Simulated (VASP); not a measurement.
# Ir (P6/mmm) in VASP: single point with r2SCAN

Aim: the single point of Ir with r2SCAN.

Program: VASP 6.6.1. These are calculated values, not measurements. Logs are shortened: lines on timing, memory, paths and dates and some standing lists are left out, and cuts for length are marked.

**1. The cell of the first run**

It takes space group P6/mmm (No. 191, hexagonal). The conventional cell has a = 4.350 Å, b = 4.350 Å, c = 2.681 Å, α = 90.00°, β = 90.00°, γ = 120.00°. Within 3.5 Å of Ir (site symmetry 6/mmm) lie 14 Ir at 2.68 to 2.85 Å. Ir (site symmetry -6m2) has 11 Ir at 2.51 to 2.85 Å within 3.3 Å.

This isn't the form of Ir at room conditions, which is fcc.

**2. Single point, r2SCAN**

Input file POSCAR:

```
Ir
1.0
    4.3502219310      0.0000000000      0.0000000000
   -2.1751109655      3.7674027044      0.0000000000
    0.0000000000      0.0000000000      2.6807397633
Ir
3
Direct
    0.0000000000      0.0000000000      0.0000000000
    0.3333333333      0.6666666667      0.5000000000
    0.6666666667      0.3333333333      0.5000000000
```

Input file INCAR.step1:

```
PREC     = Accurate       # precision mode
ENCUT    = 520            # plane-wave cutoff, eV
ISMEAR   = 0              # smearing method
SIGMA    = 0.1            # smearing width, eV
LREAL    = False          # projectors in reciprocal space
LASPH    = True           # aspherical terms in the spheres
NELM     = 100            # most SCF steps
NBANDS   = 20             # bands
GGA      = PE             # functional
ALGO     = Normal         # electronic algorithm
EDIFF    = 1E-4           # SCF threshold, eV
LWAVE    = True           # write WAVECAR
LCHARG   = False          # write CHGCAR
```

Input file INCAR.step2:

```
PREC     = Accurate       # precision mode
ENCUT    = 520            # plane-wave cutoff, eV
EDIFF    = 1E-6           # SCF threshold, eV
ISMEAR   = 0              # smearing method
SIGMA    = 0.1            # smearing width, eV
LREAL    = False          # projectors in reciprocal space
LASPH    = True           # aspherical terms in the spheres
NELM     = 100            # most SCF steps
ALGO     = Normal         # electronic algorithm
ISIF     = 2              # what is computed and relaxed
LWAVE    = False          # write WAVECAR
LCHARG   = False          # write CHGCAR
METAGGA  = R2SCAN         # meta-GGA
LMIXTAU  = True         
NBANDS   = 20             # bands
ISTART   = 1
```

Input file KPOINTS:

```
Automatic mesh
0
Gamma
  12 12 18
```

Potentials or basis: VASP PAW PBE potentials, release 64 (Ir).

Launch:

```
> cat potpaw_PBE.64/Ir/POTCAR > POTCAR
> cp INCAR.step1 INCAR
> mpirun -np 1 vasp_std > vasp.out
> cp INCAR.step2 INCAR
> mpirun -np 1 vasp_std > vasp.out
```

OUTCAR:

```text
PREC = Accurate
   ENCUT = 520
   EDIFF = 1E-6
   ISMEAR = 0
   LREAL = False
   LASPH = True
   NELM = 100
   ISIF = 2
   METAGGA = R2SCAN
   ISTART = 1

 ion  position               nearest neighbor table
   1  0.000  0.000  0.000-   2 2.85   3 2.85   2 2.85   3 2.85   3 2.85   3 2.85   2 2.85   2 2.85
                             3 2.85   3 2.85   2 2.85   2 2.85
   2  0.333  0.667  0.500-   3 2.51   3 2.51   3 2.51   1 2.85   1 2.85   1 2.85   1 2.85   1 2.85
                             1 2.85
   3  0.667  0.333  0.500-   2 2.51   2 2.51   2 2.51   1 2.85   1 2.85   1 2.85   1 2.85   1 2.85
                             1 2.85

  LATTYP: Found a hexagonal cell.
 ALAT       =     4.3502219310
 C/A-ratio  =     0.6162305753

  Lattice vectors:

 A1 = (   4.3502219310,   0.0000000000,   0.0000000000)
 A2 = (  -2.1751109655,   3.7674027044,   0.0000000000)
 A3 = (   0.0000000000,   0.0000000000,   2.6807397633)

Analysis of symmetry for initial positions (statically):
=====================================================================
 Subroutine PRICEL returns:
 Original cell was already a primitive cell.

 Routine SETGRP: Setting up the symmetry group for a
 hexagonal supercell.

 Subroutine GETGRP returns: Found 24 space group operations
 (whereof 24 operations were pure point group operations)
 out of a pool of 24 trial point group operations.

The static configuration has the point symmetry D_6h.

Analysis of symmetry for dynamics (positions and initial velocities):
=====================================================================
 Subroutine PRICEL returns:
 Original cell was already a primitive cell.

 Routine SETGRP: Setting up the symmetry group for a
 hexagonal supercell.

 Subroutine GETGRP returns: Found 24 space group operations
 (whereof 24 operations were pure point group operations)
 out of a pool of 24 trial point group operations.

The dynamic configuration has the point symmetry D_6h.

 Subroutine INISYM returns: Found 24 space group operations
 (whereof 24 operations are pure point group operations),
 and found     1 'primitive' translations

----------------------------------------------------------------------------------------

                                     Primitive cell
[... 87 lines left out ...]
   ISPIN  =      1    spin polarized calculation?
   LNONCOLLINEAR =      F non collinear calculations
   LSORBIT =      F    spin-orbit coupling
   LASPH  =      T    aspherical Exc in radial PAW
   ENCUT  =  520.0 eV  38.22 Ry    6.18 a.u.   8.09  8.09  4.98*2*pi/ulx,y,z
   NELM   =    100;   NELMIN=  2; NELMDL=  0     # of ELM steps
   EDIFF  = 0.1E-05   stopping-criterion for ELM
   LREAL  =      F    real-space projection
   EDIFFG = 0.1E-04   stopping-criterion for IOM
   NSW    =      0    number of steps for IOM
   IBRION =     -1    ionic relax: 0-MD 1-quasi-New 2-CG
   NFREE  =      0    steps in history (QN), initial steepest desc. (CG)
   ISIF   =      2    stress and relaxation
   ISYM   =      2    0-nonsym 1-usesym 2-fastsym
   POTIM  = 0.5000    time-step for ionic-motion
   TEBEG  =    0.0;   TEEND  =   0.0 temperature during run
   PSTRESS=    0.0 pullay stress
   NELECT =      27.0000    total number of electrons
   NUPDOWN=      -1.0000    fix difference up-down
   EMIN   =  10.00;   EMAX   =-10.00  energy-range for DOS
   EFERMI =   0.00;   METHOD = LEGACY
   ISMEAR =     0;   SIGMA  =   0.10  broadening in eV -4-tet -1-fermi 0-gaus
   EFERMI_NEDOS =   21; number of points for ismear=-14 and -15
   IALGO  =     38    algorithm
   IMIX   =      4    mixing-type and parameters
     AMIX     =   0.40;   BMIX     =  1.00
     AMIX_MAG =   1.60;   BMIX_MAG =  1.00
  volume/ion in A,a.u.               =      14.64        98.83
  Fermi-wavevector in a.u.,A,eV,Ry     =   1.391853  2.630221 26.357953  1.937255
  Thomas-Fermi vector in A             =   2.515652
   LORBIT       =      0    0 simple, 1 ext, 2 COOP (PROOUT), +10 PAW based schemes
   METAGGA = R2SCAN    functional components
   LHFCALC =     F    Hartree Fock is set to
   AEXX    =    0.0000 exact exchange contribution
   IVDW    =     0    specifies the selected vdW correction
   LEPSILON=     F    determine dielectric tensor
   LRPA    =     F    only Hartree local field effects (RPA)
 non-spin polarized calculation
 Gauss-broadening in eV      SIGMA  =   0.10
  energy-cutoff  :      520.00
  volume of cell :       43.93
 maximum number of plane-waves:      1206
   NGX = 17   NGY = 17   NGZ =  9

 number of electron      27.0000001 magnetization

 Free energy of the ion-electron system (eV)
  ---------------------------------------------------
  ext. energy  EPLUGINS =         0.00000000
  ---------------------------------------------------
  free energy    TOTEN  =      -156.04083283 eV

  energy without entropy =     -156.01701706  energy(sigma->0) =     -156.02892494

 E-fermi :   9.5871     XC(G=0): -15.0606

 val. band max:        9.5870571917   @ k =   0.3333   0.1667   0.2778
 cond. band min:       9.5887696745   @ k =   0.3333   0.0000   0.2778
 fundamental gap:      0.0017124828
 Fermi energy:         9.5871338831

 k-point     1 :       0.0000    0.0000    0.0000
  band No.  band energies     occupation
      1      -1.5475      2.00000
      2       2.2604      2.00000
      3       4.6354      2.00000
      4       4.9239      2.00000
      5       4.9239      2.00000
      6       4.9340      2.00000
[... 541 lines left out ...]
     19      17.2864      0.00000
     20      21.2632      0.00000

 [... further k-points ...]

------------------------ aborting loop because EDIFF is reached ----------------------------------------

  FORCE on cell =-STRESS in cart. coord.  units (eV):
  Direction    XX          YY          ZZ          XY          YZ          ZX
  --------------------------------------------------------------------------------------
  -------------------------------------------------------------------------------------
  Total        0.6629702      0.6629702      0.5515223      0.0000000      0.0000000      0.0000000
  in kB       24.1766683     24.1766683     20.1124757      0.0000000      0.0000000      0.0000000
  external PRESSURE =      22.8219375 kB  Pullay stress =       0.0000000 kB

 VOLUME and BASIS-vectors are now :
 -----------------------------------------------------------------------------
  energy-cutoff  :      520.00
  volume of cell :       43.93
      direct lattice vectors                 reciprocal lattice vectors
     4.350221931  0.000000000  0.000000000     0.229873330  0.132717429  0.000000000
    -2.175110966  3.767402704  0.000000000     0.000000000  0.265434858  0.000000000
     0.000000000  0.000000000  2.680739763     0.000000000  0.000000000  0.373031360

 POSITION                                       TOTAL-FORCE (eV/Angst)
 -----------------------------------------------------------------------------------
      0.00000      0.00000      0.00000        -0.000000      0.000000      0.000000
     -0.00000      2.51160      1.34037        -0.000000      0.000000     -0.000000
      2.17511      1.25580      1.34037         0.000000      0.000000      0.000000
 -----------------------------------------------------------------------------------
    total drift:                               -0.000000      0.000000      0.000000

  FREE ENERGIE OF THE ION-ELECTRON SYSTEM (eV)
  ---------------------------------------------------
  free  energy   TOTEN  =      -156.0408328252 eV

  energy  without entropy=     -156.0170170575  energy(sigma->0) =     -156.02892494
```

OUTCAR.step1:

```text
PREC = Accurate
   ENCUT = 520
   ISMEAR = 0
   LREAL = False
   LASPH = True
[... 780 lines left out ...]
      0.00000      0.00000      0.00000         0.000000      0.000000      0.000000
     -0.00000      2.51160      1.34037         0.000000     -0.000000      0.000000
      2.17511      1.25580      1.34037        -0.000000      0.000000      0.000000
 -----------------------------------------------------------------------------------
    total drift:                               -0.000000      0.000000      0.000000

  FREE ENERGIE OF THE ION-ELECTRON SYSTEM (eV)
  ---------------------------------------------------
  free  energy   TOTEN  =       -25.5435565810 eV

  energy  without entropy=      -25.5187043411  energy(sigma->0) =      -25.53113046
```

Run time: 7.1 min. Hardware: 1 thread of AMD EPYC 7R13 (Zen 3), shared host; peak memory 0.23 GiB.

Results:

* Free energy: -156.0408 eV
* Pressure: 2.3 GPa
* Band gap on the k mesh: zero (an odd number of electrons rules out a gap without spin polarisation)

Levels at points of the mesh, in eV from the Fermi level:
| k point | band 10 | band 11 | band 12 | band 13 | band 14 | band 15 | band 16 | band 17 | band 18 | band 19 |
| --- | --- | --- | --- | --- | --- | --- | --- | --- | --- | --- |
| (0.00, 0.00, 0.00) | -3.13 | -2.12 | -2.12 | -2.05 | -2.05 | 1.20 | 1.20 | 6.49 | 7.85 | 8.81 |
| (0.50, 0.00, 0.00) | -1.86 | -1.81 | -0.55 | -0.17 | 0.22 | 0.25 | 0.30 | 0.44 | 1.31 | 7.96 |
| (0.00, 0.00, 0.50) | -3.01 | 0.04 | 0.04 | 0.68 | 0.68 | 2.27 | 2.96 | 3.40 | 8.56 | 9.41 |
| (0.50, 0.00, 0.50) | -2.08 | -1.75 | -0.47 | 0.32 | 0.71 | 1.76 | 2.21 | 3.57 | 6.65 | 6.90 |

Caveat: the PAW data sets were made with another functional, which shifts forces and pressure a little; spin-orbit coupling is left out, which moves the levels of the heavy elements.
